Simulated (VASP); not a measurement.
# O (P6_3/mmc) in VASP: notebook, part 2 of 2

VASP 6.6.1. Earlier steps stand in the parts before.

### 3 Relaxation of shape and atoms at fixed volume, LDA, collinear spin, zero start

This run uses another cell than the first one, of the same volume but with other edges.

File INCAR:

```
ALGO = Normal
EDIFF = 1E-6
EDIFFG = -0.005
ENCUT = 600
GGA = CA
IBRION = 2
ISIF = 4
ISMEAR = -1
ISPIN = 2
LASPH = True
LCHARG = False
LORBIT = 11
LREAL = False
LWAVE = False
MAGMOM = 0 0
NELM = 150
NSW = 50
PREC = Accurate
SIGMA = 0.1
```

File KPOINTS:

```
k-points
0
Gamma
  19 19 11
```

File POSCAR:

```
O
1.0
    2.2675907112      0.0000000000      0.0000000000
   -1.1337953556      1.9637911613      0.0000000000
    0.0000000000      0.0000000000      2.2634783308
O
2
Direct
    0.3333333333      0.6666666667      0.2500000000
    0.6666666667      0.3333333333      0.7500000000
```

Potentials or basis: VASP PAW LDA potentials, release 64 (O).

On the command line:

```sh
> cat potpaw_LDA.64/O/POTCAR > POTCAR
> mpirun -np 1 vasp_std > vasp.out
```

OUTCAR:

```text
EDIFF = 1E-6
   EDIFFG = -0.005
   ENCUT = 600
   GGA = CA
   IBRION = 2
   ISIF = 4
   ISMEAR = -1
   ISPIN = 2
   LASPH = True
   LORBIT = 11
   LREAL = False
   NELM = 150
   NSW = 50
   PREC = Accurate

 ion  position               nearest neighbor table
   1  0.333  0.667  0.250-   2 1.73   2 1.73   2 1.73   2 1.73   2 1.73   2 1.73
   2  0.667  0.333  0.750-   1 1.73   1 1.73   1 1.73   1 1.73   1 1.73   1 1.73

  LATTYP: Found a hexagonal cell.
 ALAT       =     2.2675907112
 C/A-ratio  =     0.9981864539

  Lattice vectors:

 A1 = (   2.2675907112,   0.0000000000,   0.0000000000)
 A2 = (  -1.1337953556,   1.9637911613,   0.0000000000)
 A3 = (   0.0000000000,   0.0000000000,   2.2634783308)

Analysis of symmetry for initial positions (statically):
=====================================================================
 Subroutine PRICEL returns:
 Original cell was already a primitive cell.

 Routine SETGRP: Setting up the symmetry group for a
 hexagonal supercell.

 Subroutine GETGRP returns: Found 24 space group operations
 (whereof 12 operations were pure point group operations)
 out of a pool of 24 trial point group operations.

The static configuration has the point symmetry D_3d.
 The point group associated with its full space group is D_6h.

Analysis of symmetry for dynamics (positions and initial velocities):
=====================================================================
 Subroutine PRICEL returns:
 Original cell was already a primitive cell.

 Routine SETGRP: Setting up the symmetry group for a
 hexagonal supercell.

 Subroutine GETGRP returns: Found 24 space group operations
 (whereof 12 operations were pure point group operations)
 out of a pool of 24 trial point group operations.

The dynamic configuration has the point symmetry D_3d.
 The point group associated with its full space group is D_6h.

Analysis of structural, dynamic, and magnetic symmetry:
=====================================================================
 Subroutine PRICEL returns:
 Original cell was already a primitive cell.

 Routine SETGRP: Setting up the symmetry group for a
 hexagonal supercell.
[... 153 lines left out ...]
  ext. energy  EPLUGINS =         0.00000000
  ---------------------------------------------------
  free energy    TOTEN  =        -5.47745235 eV

  energy without entropy =       -5.44827218  energy(sigma->0) =       -5.46286226

------------------------ aborting loop because EDIFF is reached ----------------------------------------

  FORCE on cell =-STRESS in cart. coord.  units (eV):
  Direction    XX          YY          ZZ          XY          YZ          ZX
  --------------------------------------------------------------------------------------
  -------------------------------------------------------------------------------------
  Total       10.0763043     10.0763043     14.6605717      0.0000000      0.0000000      0.0000000
  in kB     1601.6792324   1601.6792324   2330.3715883      0.0000000      0.0000000      0.0000000
  external PRESSURE =    1844.5766844 kB  Pullay stress =       0.0000000 kB
[... 63 lines left out ...]
 number of electron      11.9999993 magnetization       0.0000058

 number of electron      11.9999993 magnetization      -0.0000092

 Free energy of the ion-electron system (eV)
  ---------------------------------------------------
  ext. energy  EPLUGINS =         0.00000000
  ---------------------------------------------------
  free energy    TOTEN  =        -5.65933672 eV

  energy without entropy =       -5.63373653  energy(sigma->0) =       -5.64653662

 E-fermi :   9.5924     XC(G=0): -15.2224

 val. band max:        9.5840107170   @ k =   0.3158   0.1053   0.0000
 cond. band min:       9.6058759394   @ k =   0.1579  -0.0000   0.3636
 fundamental gap:      0.0218652223
 Fermi energy:         9.5924422626

 spin component 1

 k-point     1 :       0.0000    0.0000    0.0000
  band No.  band energies     occupation
      1     -18.9509      1.00000
      2      -2.6277      1.00000
      3      -0.3463      1.00000
      4       6.3506      1.00000
      5       6.3506      1.00000
      6      10.9155      0.00000
      7      10.9155      0.00000
      8      13.9465      0.00000
      9      27.0190      0.00000
     10      31.5299      0.00000
[... 287 lines left out ...]
 k-point    24 :       0.3158    0.1053    0.0000
  band No.  band energies     occupation
      1     -14.6600      1.00000
      2      -7.0167      1.00000
      3       1.6244      1.00000
      4       3.1244      1.00000
      5       4.5412      1.00000
      6       8.7480      0.99978
      7       9.5840      0.52109
      8      11.7799      0.00000
      9      27.0879      0.00000
     10      34.9708      0.00000

 [... further k-points ...]

 spin component 2

 k-point     1 :       0.0000    0.0000    0.0000
  band No.  band energies     occupation
      1     -18.9509      1.00000
      2      -2.6277      1.00000
      3      -0.3463      1.00000
      4       6.3506      1.00000
      5       6.3506      1.00000
      6      10.9155      0.00000
      7      10.9155      0.00000
      8      13.9465      0.00000
      9      27.0190      0.00000
     10      31.5299      0.00000
[... 328 lines left out ...]
  FREE ENERGIE OF THE ION-ELECTRON SYSTEM (eV)
  ---------------------------------------------------
  free  energy   TOTEN  =        -5.6593367183 eV

  energy  without entropy=       -5.6337365277  energy(sigma->0) =       -5.64653662

 reached required accuracy - stopping structural energy minimisation

 total charge

# of ion       s       p       d       tot
------------------------------------------
    1        1.690   3.095   0.000   4.785
    2        1.690   3.095   0.000   4.785
--------------------------------------------------
tot          3.380   6.189   0.000   9.569

 magnetization (x)

# of ion       s       p       d       tot
------------------------------------------
    1        0.000  -0.000   0.000   0.000
    2        0.000  -0.000   0.000   0.000
--------------------------------------------------
tot          0.000  -0.000   0.000   0.000
```

OSZICAR:

```text
N       E                     dE             d eps       ncg     rms          rms(c)
DAV:   1     0.462806158785E+02    0.46281E+02   -0.89657E+03 10012   0.141E+03
DAV:   2    -0.445721417374E+01   -0.50738E+02   -0.48428E+02 11918   0.250E+02
DAV:   3    -0.558598078439E+01   -0.11288E+01   -0.11078E+01 10744   0.342E+01
[... 17 lines left out ...]
       N       E                     dE             d eps       ncg     rms          rms(c)
DAV:   1    -0.566023928471E+01   -0.15742E-02   -0.97923E-02  9792   0.365E+00    0.277E-01
DAV:   2    -0.565959778413E+01    0.64150E-03   -0.10116E-03 10322   0.341E-01    0.145E-01
DAV:   3    -0.565933615082E+01    0.26163E-03   -0.47693E-04 10076   0.189E-01    0.136E-02
DAV:   4    -0.565933671827E+01   -0.56745E-06   -0.42471E-06 10236   0.265E-02
   3 F= -.56593367E+01 E0= -.56465366E+01  d E =-.181884E+00  mag=     0.0000
```

CONTCAR:

```text
O
   1.00000000000000
     2.1819744695249819    0.0000000000000000    0.0000000000000000
    -1.0909872347624909    1.8896453210401711    0.0000000000000000
     0.0000000000000000    0.0000000000000000    2.4445917977949851
  O
     2
Direct
     0.3333333332999970    0.6666666667000030    0.2500000000000000
     0.6666666667000030    0.3333333332999970    0.7500000000000000

  0.00000000E+00  0.00000000E+00  0.00000000E+00
  0.00000000E+00  0.00000000E+00  0.00000000E+00
```

Wall time 27 s (1 thread of Intel Xeon 6975P-C (Granite Rapids), shared host); peak memory 0.15 GiB.

Results:

| Property | Result |
| --- | --- |
| Free energy | -5.6593 eV |
| Energy gained by relaxing | 90.9 meV/atom |
| Ionic steps | 3 |
| Pressure after relaxing | 165.7 GPa |
| Band gap on the k mesh | zero (filled and empty bands overlap) |
| Net moment | 0.00 μB per cell |
| Valence electrons inside the program's atomic spheres | O 4.79 |

The path:
| step | energy change (eV) | largest force (eV/Å) | pressure (GPa) | volume (Å³) |
| --- | --- | --- | --- | --- |
| 1 | 0.0000 | 0.0000 | 184.46 | 10.08 |
| 2 | -0.1812 | 0.0000 | 166.35 | 10.08 |
| 3 | -0.1819 | 0.0000 | 165.70 | 10.08 |

Final structure:
```
O
1.0
     2.18197    0.00000    0.00000
    -1.09099    1.88965    0.00000
     0.00000    0.00000    2.44459
O
2
Cartesian
  0.0000 1.2598 0.6111
  1.0910 0.6299 1.8334
```

Levels at points of the mesh, in eV from the Fermi level:
Spin up:
```csv
k point,band 3,band 4,band 5,band 6,band 7,band 8,band 9,band 10
"(0.00, 0.00, 0.00)",-9.94,-3.24,-3.24,1.32,1.32,4.35,17.43,21.94
```
Spin down:
| k point | band 4 | band 5 | band 6 | band 7 | band 8 | band 9 |
| --- | --- | --- | --- | --- | --- | --- |
| (0.00, 0.00, 0.00) | -3.24 | -3.24 | 1.32 | 1.32 | 4.35 | 17.43 |
